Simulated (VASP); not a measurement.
# CrCuO2 (R-3m) in VASP: further runs

Runs on CrCuO2. Level: PBE. Tasks: single point.

Program: VASP 6.6.1. These are calculated values, not measurements. Logs are shortened: lines on timing, memory, paths and dates and some standing lists are left out, and cuts for length are marked.

### 1 The cell of the first run

Symmetry: R-3m, No. 166, trigonal system. Conventional cell: a = 2.677 Å, b = 2.677 Å, c = 18.319 Å, α = 90.00°, β = 90.00°, γ = 120.00°. Within 2.7 Å of Cr (site symmetry -3m) lie 6 O at 1.95 Å and 6 Cr at 2.68 Å. Within 2.5 Å of Cu (site symmetry -3m) lie 2 O at 1.87 Å. O (site symmetry 3m) has 1 Cu at 1.87 Å and 3 Cr at 1.95 Å within 2.5 Å.

### 2 Single point, PBE (9.47 Å³/atom)

The input, INCAR:

```
PREC = Accurate
ENCUT = 600
EDIFF = 1E-6
ISMEAR = 0
SIGMA = 0.05
LREAL = False
LASPH = True
NELM = 120
ALGO = Normal
ISIF = 2
LWAVE = False
LCHARG = False
GGA = PE
NBANDS = 26
GGA_COMPAT = False
```

The input, KPOINTS:

```
regular mesh
0
Gamma
  14 14 14
```

The input, POSCAR:

```
CrCuO2
1.0
    1.3384417522      0.7727497059      6.1062745000
   -1.3384417522      0.7727497059      6.1062745000
    0.0000000000     -1.5454994119      6.1062745000
Cr Cu O
1 1 2
Direct
    0.5000000000      0.5000000000      0.5000000000
    0.0000000000      0.0000000000      0.0000000000
    0.1019991550      0.1019991550      0.1019991550
    0.8980008450      0.8980008450      0.8980008450
```

Potentials or basis: VASP PAW PBE potentials, release 64 (Cr_pv, Cu, O).

Launch:

```sh
$ cat potpaw_PBE.64/Cr_pv/POTCAR potpaw_PBE.64/Cu/POTCAR potpaw_PBE.64/O/POTCAR > POTCAR
$ mpirun -np 1 vasp_std > vasp.out
```

OUTCAR:

```text
PREC = Accurate
   ENCUT = 600
   EDIFF = 1E-6
   ISMEAR = 0
   LREAL = False
   LASPH = True
   NELM = 120
   ISIF = 2
   GGA = PE

 ion  position               nearest neighbor table
   1  0.500  0.500  0.500-   3 1.95   4 1.95   3 1.95   3 1.95   4 1.95   4 1.95
   2  0.000  0.000  0.000-   3 1.87   4 1.87
   3  0.102  0.102  0.102-   2 1.87   1 1.95   1 1.95   1 1.95
   4  0.898  0.898  0.898-   2 1.87   1 1.95   1 1.95   1 1.95

  LATTYP: Found a trigonal (rhomboedric) cell.
 ALAT       =     6.2988218503
 COS(alpha) =     0.9096953120

  Lattice vectors:

 A1 = (   1.3384417522,   0.7727497059,   6.1062745000)
 A2 = (  -1.3384417522,   0.7727497059,   6.1062745000)
 A3 = (   0.0000000000,  -1.5454994119,   6.1062745000)

Analysis of symmetry for initial positions (statically):
=====================================================================
 Subroutine PRICEL returns:
 Original cell was already a primitive cell.

 Routine SETGRP: Setting up the symmetry group for a
 trigonal (rhombohedral) supercell.

 Subroutine GETGRP returns: Found 12 space group operations
 (whereof 12 operations were pure point group operations)
 out of a pool of 12 trial point group operations.

The static configuration has the point symmetry D_3d.

Analysis of symmetry for dynamics (positions and initial velocities):
=====================================================================
 Subroutine PRICEL returns:
 Original cell was already a primitive cell.

 Routine SETGRP: Setting up the symmetry group for a
 trigonal (rhombohedral) supercell.

 Subroutine GETGRP returns: Found 12 space group operations
 (whereof 12 operations were pure point group operations)
 out of a pool of 12 trial point group operations.

The dynamic configuration has the point symmetry D_3d.

 Subroutine INISYM returns: Found 12 space group operations
 (whereof 12 operations are pure point group operations),
 and found     1 'primitive' translations

----------------------------------------------------------------------------------------

                                     Primitive cell

  volume of cell :      37.8936

  direct lattice vectors                    reciprocal lattice vectors
     1.338441752  0.772749706  6.106274500     0.373568741  0.215680013  0.054588658
    -1.338441752  0.772749706  6.106274500    -0.373568741  0.215680013  0.054588658
     0.000000000 -1.545499412  6.106274500     0.000000000 -0.431360026  0.054588658

[... 86 lines left out ...]
   NELM   =    120;   NELMIN=  2; NELMDL= -5     # of ELM steps
   EDIFF  = 0.1E-05   stopping-criterion for ELM
   LREAL  =      F    real-space projection
   EDIFFG = 0.1E-04   stopping-criterion for IOM
   NSW    =      0    number of steps for IOM
   IBRION =     -1    ionic relax: 0-MD 1-quasi-New 2-CG
   NFREE  =      0    steps in history (QN), initial steepest desc. (CG)
   ISIF   =      2    stress and relaxation
   ISYM   =      2    0-nonsym 1-usesym 2-fastsym
   POTIM  = 0.5000    time-step for ionic-motion
   TEBEG  =    0.0;   TEEND  =   0.0 temperature during run
   PSTRESS=    0.0 pullay stress
   NELECT =      35.0000    total number of electrons
   NUPDOWN=      -1.0000    fix difference up-down
   EMIN   =  10.00;   EMAX   =-10.00  energy-range for DOS
   EFERMI =   0.00;   METHOD = LEGACY
   ISMEAR =     0;   SIGMA  =   0.05  broadening in eV -4-tet -1-fermi 0-gaus
   EFERMI_NEDOS =   21; number of points for ismear=-14 and -15
   IALGO  =     38    algorithm
   IMIX   =      4    mixing-type and parameters
     AMIX     =   0.40;   BMIX     =  1.00
     AMIX_MAG =   1.60;   BMIX_MAG =  1.00
  volume/ion in A,a.u.               =       9.47        63.93
  Fermi-wavevector in a.u.,A,eV,Ry     =   1.594320  3.012828 34.584062  2.541857
  Thomas-Fermi vector in A             =   2.692413
   LORBIT       =      0    0 simple, 1 ext, 2 COOP (PROOUT), +10 PAW based schemes
   GGA     = PE    functional components
   LHFCALC =     F    Hartree Fock is set to
   AEXX    =    0.0000 exact exchange contribution
   IVDW    =     0    specifies the selected vdW correction
   LEPSILON=     F    determine dielectric tensor
   LRPA    =     F    only Hartree local field effects (RPA)
 non-spin polarized calculation
 Gauss-broadening in eV      SIGMA  =   0.05
  energy-cutoff  :      600.00
  volume of cell :       37.89
 maximum number of plane-waves:      1296
   NGX = 25   NGY = 25   NGZ = 25

 number of electron      35.0000007 magnetization

 Free energy of the ion-electron system (eV)
  ---------------------------------------------------
  ext. energy  EPLUGINS =         0.00000000
  ---------------------------------------------------
  free energy    TOTEN  =       -27.93552924 eV

  energy without entropy =      -27.93183364  energy(sigma->0) =      -27.93368144

 E-fermi :   7.8669     XC(G=0): -12.5492

 val. band max:        7.8643075834   @ k =  -0.1429   0.0714   0.0000
 cond. band min:       7.8694998794   @ k =  -0.2143   0.4286   0.0714
 fundamental gap:      0.0051922960
 Fermi energy:         7.8669155185

 k-point     1 :       0.0000    0.0000    0.0000
  band No.  band energies     occupation
      1     -36.1108      2.00000
      2     -35.9787      2.00000
      3     -35.9787      2.00000
      4     -13.2719      2.00000
      5     -12.0489      2.00000
      6      -1.4429      2.00000
[... 685 lines left out ...]
     25      18.2403      0.00000
     26      21.1474      0.00000

 [... further k-points ...]

------------------------ aborting loop because EDIFF is reached ----------------------------------------

  FORCE on cell =-STRESS in cart. coord.  units (eV):
  Direction    XX          YY          ZZ          XY          YZ          ZX
  --------------------------------------------------------------------------------------
  -------------------------------------------------------------------------------------
  Total        1.8885742      1.8885742      2.0233963      0.0000000     -0.0000000      0.0000000
  in kB       79.8507032     79.8507032     85.5511086      0.0000000     -0.0000000      0.0000000
  external PRESSURE =      81.7508383 kB  Pullay stress =       0.0000000 kB

 VOLUME and BASIS-vectors are now :
 -----------------------------------------------------------------------------
  energy-cutoff  :      600.00
  volume of cell :       37.89
      direct lattice vectors                 reciprocal lattice vectors
     1.338441752  0.772749706  6.106274500     0.373568741  0.215680013  0.054588658
    -1.338441752  0.772749706  6.106274500    -0.373568741  0.215680013  0.054588658
     0.000000000 -1.545499412  6.106274500     0.000000000 -0.431360026  0.054588658

 POSITION                                       TOTAL-FORCE (eV/Angst)
 -----------------------------------------------------------------------------------
      0.00000     -0.00000      9.15941         0.000000      0.000000      0.000000
      0.00000      0.00000      0.00000        -0.000000      0.000000     -0.000000
      0.00000     -0.00000      1.86850        -0.000000      0.000000     -0.006245
      0.00000     -0.00000     16.45032        -0.000000     -0.000000      0.006245
 -----------------------------------------------------------------------------------
    total drift:                               -0.000000     -0.000000      0.000000

  FREE ENERGIE OF THE ION-ELECTRON SYSTEM (eV)
  ---------------------------------------------------
  free  energy   TOTEN  =       -27.9355292397 eV

  energy  without entropy=      -27.9318336391  energy(sigma->0) =      -27.93368144
```

OSZICAR:

```text
N       E                     dE             d eps       ncg     rms          rms(c)
DAV:   1     0.370404354542E+03    0.37040E+03   -0.20271E+04 16224   0.210E+03
DAV:   2     0.723433728628E+00   -0.36968E+03   -0.34500E+03 15448   0.462E+02
DAV:   3    -0.338288434952E+02   -0.34552E+02   -0.33333E+02 18156   0.151E+02
DAV:   4    -0.348699374219E+02   -0.10411E+01   -0.10351E+01 18040   0.268E+01
DAV:   5    -0.349116595554E+02   -0.41722E-01   -0.41478E-01 21112   0.519E+00    0.263E+01
DAV:   6    -0.307139748758E+02    0.41977E+01   -0.41592E+01 23336   0.115E+02    0.149E+01
DAV:   7    -0.284438569186E+02    0.22701E+01   -0.16777E+01 20258   0.825E+01    0.933E+00
DAV:   8    -0.280974096260E+02    0.34645E+00   -0.37798E+00 22738   0.288E+01    0.544E+00
DAV:   9    -0.279381739099E+02    0.15924E+00   -0.55473E-01 21552   0.179E+01    0.862E-01
DAV:  10    -0.279353337025E+02    0.28402E-02   -0.67325E-02 17746   0.303E+00    0.486E-01
DAV:  11    -0.279355917331E+02   -0.25803E-03   -0.36423E-03 19374   0.555E-01    0.109E-01
DAV:  12    -0.279355466349E+02    0.45098E-04   -0.49759E-04 17060   0.207E-01    0.456E-02
DAV:  13    -0.279355315307E+02    0.15104E-04   -0.35379E-05 22844   0.110E-01    0.105E-02
DAV:  14    -0.279355296722E+02    0.18585E-05   -0.82220E-06 21498   0.361E-02    0.546E-03
DAV:  15    -0.279355292397E+02    0.43250E-06   -0.76577E-07  8528   0.126E-02
   1 F= -.27935529E+02 E0= -.27933681E+02  d E =-.369560E-02
```

Wall time 23 min (1 thread of Oxide Virtual Turin-like, shared host); peak memory 0.57 GiB.

Results:

| Quantity | Value |
| --- | --- |
| Free energy | -27.9355 eV |
| Pressure | 8.2 GPa |
| Largest force | 0.006 eV/Å |
| Band gap on the k mesh | zero (an odd number of electrons rules out a gap without spin polarisation) |

Forces in eV/Å, atoms in the order of the input:
```
Cr   0.000  0.000  0.000
Cu   0.000  0.000  0.000
O    0.000  0.000 -0.006
O    0.000  0.000  0.006
```

Stress tensor (GPa, compression positive):
```
7.99 0.00 0.00
0.00 7.99 0.00
0.00 0.00 8.56
```

Levels at points of the mesh, in eV from the Fermi level:
```tsv
k point	band 15	band 16	band 17	band 18	band 19	band 20
(0.00, 0.00, 0.00)	-2.27	-2.27	-1.62	-0.60	-0.60	2.21
(0.50, 0.00, 0.00)	-1.87	-1.83	-0.90	0.75	1.01	2.18
(0.50, 0.50, 0.00)	-2.05	-1.83	-0.72	0.75	1.25	2.17
(0.50, 0.50, 0.50)	-1.54	-1.54	-0.63	-0.63	-0.53	2.34
```

Caveat: the cell stands under pressure; an odd number of electrons without spin polarisation forces a metal; a magnetic or distorted state may lie lower; the run has no spin polarisation, though such a crystal can be magnetic; semilocal functionals often make such compounds metallic where correlation or magnetic order opens a gap, which also shifts bond lengths. With open d or f shells a metallic result of PBE can be an artefact of self-interaction; +U or a hybrid may open a gap.

### 3 Single point, PBE (9.67 Å³/atom)

This run uses another cell than the first one, of 9.67 Å³/atom.

The input, INCAR:

```
SYSTEM = CrCuO2
ALGO = Normal
EDIFF = 1E-6
ENCUT = 600
GGA = PE
GGA_COMPAT = .False.
ISIF = 2
ISMEAR = 0
LASPH = .True.
LCHARG = .True.
LELF = .True.
LREAL = .False.
LVHAR = .True.
LWAVE = .False.
NBANDS = 26
NELM = 120
PREC = Accurate
SIGMA = 0.05
```

The input, KPOINTS:

```
k-points
0
Gamma
  14 14 14
  0 0 0
```

The input, POSCAR:

```
CrCuO2
1.0
    1.3508548897      0.7799164342      6.1194546344
   -1.3508548897      0.7799164342      6.1194546344
    0.0000000000     -1.5598328684      6.1194546344
Cr Cu O
1 1 2
Direct
    0.5000000000      0.5000000000      0.5000000000
    0.0000000000      0.0000000000      0.0000000000
    0.1023814869      0.1023814869      0.1023814869
    0.8976185131      0.8976185131      0.8976185131
```

Potentials or basis: VASP PAW PBE potentials, release 64 (Cr_pv, Cu, O).

Launch:

```sh
$ cat potpaw_PBE.64/Cr_pv/POTCAR potpaw_PBE.64/Cu/POTCAR potpaw_PBE.64/O/POTCAR > POTCAR
$ mpirun -np 1 vasp_std > vasp.out
```

Wall time 35 min (1 thread of Oxide Virtual Turin-like, shared host); peak memory 0.58 GiB.

It converged, with:

* Free energy: -27.9670 eV
* Pressure: 4.2 GPa
* Largest force: 0.004 eV/Å
* Band gap on the k mesh: zero (an odd number of electrons rules out a gap without spin polarisation)

Forces in eV/Å, atoms in the order of the input:
```
Cr   0.000  0.000  0.000
Cu   0.000  0.000  0.000
O    0.000  0.000 -0.004
O    0.000  0.000  0.004
```

Stress tensor (GPa, compression positive):
```
3.99 0.00 0.00
0.00 3.99 0.00
0.00 0.00 4.52
```

Levels at points of the mesh, in eV from the Fermi level:
| k point | band 13 | band 14 | band 15 | band 16 | band 17 | band 18 | band 19 | band 20 | band 21 | band 22 |
| --- | --- | --- | --- | --- | --- | --- | --- | --- | --- | --- |
| (0.00, 0.00, 0.00) | -2.72 | -2.72 | -2.23 | -2.23 | -1.53 | -0.59 | -0.59 | 2.12 | 2.46 | 2.46 |
| (0.50, 0.00, 0.00) | -2.53 | -1.87 | -1.80 | -1.77 | -0.91 | 0.69 | 0.98 | 2.16 | 2.65 | 3.16 |
| (0.50, 0.50, 0.00) | -3.08 | -2.28 | -1.98 | -1.80 | -0.70 | 0.69 | 1.17 | 2.19 | 2.81 | 2.82 |
| (0.50, 0.50, 0.50) | -2.78 | -2.78 | -1.54 | -1.54 | -0.62 | -0.62 | -0.44 | 2.32 | 2.32 | 2.39 |

Caveat: the cell stands under pressure; an odd number of electrons without spin polarisation forces a metal; a magnetic or distorted state may lie lower; the run has no spin polarisation, though such a crystal can be magnetic; semilocal functionals often make such compounds metallic where correlation or magnetic order opens a gap, which also shifts bond lengths.

### 4 Single point, PBE (10.07 Å³/atom)

This run uses another cell than the first one, of 10.07 Å³/atom.

The input, INCAR:

```
SYSTEM = CrCuO2
PREC = Accurate
ENCUT = 600
EDIFF = 1E-6
ISMEAR = 0
SIGMA = 0.05
LREAL = .False.
LASPH = .True.
NELM = 120
ALGO = Normal
ISIF = 2
LWAVE = .False.
LCHARG = .False.
GGA = PE
NBANDS = 26
GGA_COMPAT = .False.
```

The input, KPOINTS:

```
regular mesh
0
Gamma
  14 14 14
  0 0 0
```

The input, POSCAR:

```
CrCuO2
1.0
    1.3753098495      0.7940355119      6.1447342827
   -1.3753098495      0.7940355119      6.1447342827
    0.0000000000     -1.5880710237      6.1447342827
Cr Cu O
1 1 2
Direct
    0.5000000000      0.5000000000      0.5000000000
    0.0000000000      0.0000000000      0.0000000000
    0.1031472821      0.1031472821      0.1031472821
    0.8968527179      0.8968527179      0.8968527179
```

Launch:

```sh
$ cat potpaw_PBE.64/Cr_pv/POTCAR potpaw_PBE.64/Cu/POTCAR potpaw_PBE.64/O/POTCAR > POTCAR
$ mpirun -np 1 vasp_std > vasp.out
```

Wall time 35 min (1 thread of Oxide Virtual Turin-like, shared host); peak memory 0.65 GiB.

Results (log left out):

```
Free energy            : -27.9759 eV
Pressure               : -2.7 GPa
Band gap on the k mesh : zero (an odd number of electrons rules out a gap without spin polarisation)
```

Stress tensor (GPa, compression positive):
```
-2.78  0.00  0.00
 0.00 -2.78  0.00
 0.00  0.00 -2.46
```

Levels at points of the mesh, in eV from the Fermi level:
```
           k point  band 15  band 16  band 17  band 18  band 19  band 20
(0.00, 0.00, 0.00)    -2.16    -2.16    -1.35    -0.58    -0.58     1.96
(0.50, 0.00, 0.00)    -1.76    -1.59    -0.93     0.58     0.90     2.13
(0.50, 0.50, 0.00)    -1.85    -1.76    -0.67     0.58     1.03     2.22
(0.50, 0.50, 0.50)    -1.53    -1.53    -0.61    -0.61    -0.29     2.27
```

Caveat: an odd number of electrons without spin polarisation forces a metal; a magnetic or distorted state may lie lower; the run has no spin polarisation, though such a crystal can be magnetic; semilocal functionals often make such compounds metallic where correlation or magnetic order opens a gap, which also shifts bond lengths.

[end of part 1 of 2]
